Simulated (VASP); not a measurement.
Input of a VASP 6.6.1 run:

The input INCAR:

```
SYSTEM = KCoF3
  ALGO = Normal
  EDIFF = 1E-6
  ENCUT = 520
  ISIF = 2
  ISMEAR = -1
  ISPIN = 2
  LASPH = .TRUE.
  LCHARG = .FALSE.
  LDAU = .TRUE.
  LDAUJ = 0 0 0
  LDAUL = -1 -1 2
  LDAUPRINT = 1
  LDAUTYPE = 2
  LDAUU = 0 0 3.32
  LMAXMIX = 4
  LORBIT = 11
  LREAL = .FALSE.
  LWAVE = .FALSE.
  MAGMOM = 0 0 0 0 3
  NBANDS = 32
  NELM = 150
  PREC = Accurate
  SIGMA = 0.1
```

KPOINTS

```
k-points
0
G
  5 5 5
  0 0 0
```

File POSCAR:

```
KCoF3
1.0
    4.0710000000      0.0000000000      0.0000000000
    0.0000000000      4.0710000000      0.0000000000
    0.0000000000      0.0000000000      4.0710000000
K F Co
1 3 1
Direct
    0.0000000000      0.0000000000      0.0000000000
    0.0000000000      0.5000000000      0.5000000000
    0.5000000000      0.0000000000      0.5000000000
    0.5000000000      0.5000000000      0.0000000000
    0.5000000000      0.5000000000      0.5000000000
```

Potentials or basis: VASP PAW LDA potentials, release 64 (K_sv, F, Co).

Command:

```console
$ cat potpaw_LDA.64/K_sv/POTCAR potpaw_LDA.64/F/POTCAR potpaw_LDA.64/Co/POTCAR > POTCAR
$ mpirun -np 1 vasp_std > vasp.out
```

Task: Estimate the pressure.

Result: -7.5 GPa.

Task: Predict the band gap on the k mesh.

Result: Zero (filled and empty bands overlap).

Eigenvalues of the final occupation matrices:
```tsv
site	spin	trace	eigenvalues
site 5 d	1	4.95	0.97 0.97 0.97 1.02 1.02
site 5 d	2	2.22	0.11 0.11 0.66 0.66 0.66
```

Caveat: a cell with one magnetic atom can't hold antiferromagnetic order, which such compounds often take. The state reached can hang on the start; a lower one may exist.
